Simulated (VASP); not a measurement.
Wanted: the native input for a VASP 6.6.1 run.

```yaml
Task: single point
Functional: HSE06
Potentials_or_basis: VASP PAW PBE potentials, release 64 (Li_sv, Br)
Cutoff: 650 eV
k_mesh: 6 × 6 × 6
Occupations: gaussian, width 0.01 eV
Spin: no spin polarisation
Dipole_correction: no
Grid_for_exact_exchange_PRECFOCK: Normal
Further_INCAR_settings: ALGO = Normal; EDIFF = 1e-06; NBANDS = 12
Share_of_exact_exchange: 0.25
Screening_parameter: 0.2079 1/Å
```

The system is LiBr.

```xyz
2
Lattice="0.0000 2.7396 2.7396 2.7396 0.0000 2.7396 2.7396 2.7396 0.0000" Properties=species:S:1:pos:R:3 pbc="T T T"
Li    0.0000    0.0000    0.0000
Br    2.7396    2.7396    2.7396
```

These files were run (other wordings do the same):

POSCAR

```
LiBr
1.0
    0.0000000000      2.7395650495      2.7395650495
    2.7395650495      0.0000000000      2.7395650495
    2.7395650495      2.7395650495      0.0000000000
Li Br
1 1
Direct
    0.0000000000      0.0000000000      0.0000000000
    0.5000000000      0.5000000000      0.5000000000
```

INCAR.step1

```
  PREC = Accurate
  ENCUT = 650
  EDIFF = 1E-5
  ISMEAR = 0
  SIGMA = 0.01
  LREAL = False
  LASPH = True
  NELM = 120
  ALGO = Normal
  ISIF = 2
  LWAVE = True
  GGA = PE
  NBANDS = 12
  GGA_COMPAT = False
```

INCAR.step2

```
  PREC = Accurate
  ENCUT = 650
  EDIFF = 1E-6
  ISMEAR = 0
  SIGMA = 0.01
  LREAL = False
  LASPH = True
  NELM = 120
  ALGO = Normal
  ISIF = 2
  LWAVE = False
  LCHARG = True
  GGA = PE
  LHFCALC = True
  HFSCREEN = 0.2079
  PRECFOCK = Normal
  LELF = True
  LVHAR = True
  ISTART = 1
  NBANDS = 12
  GGA_COMPAT = False
```

KPOINTS

```
regular mesh
0
Gamma
  6 6 6
```

Potentials or basis: VASP PAW PBE potentials, release 64 (Li_sv, Br).

Command:

```console
$ cat potpaw_PBE.64/Li_sv/POTCAR potpaw_PBE.64/Br/POTCAR > POTCAR
$ cp INCAR.step1 INCAR
$ mpirun -np 1 vasp_std > vasp.out
$ cp INCAR.step2 INCAR
$ mpirun -np 1 vasp_std > vasp.out
```

It gave:

```yaml
Pressure: -0.2 GPa
Band_gap_on_the_k_mesh: 6.21 eV
```

Caveat: the PAW data sets were made with another functional, which shifts forces and pressure a little.

Wall time 32 min on 1 thread of Oxide Virtual Turin-like Processor, with other jobs on the host, peak memory 0.27 GiB.
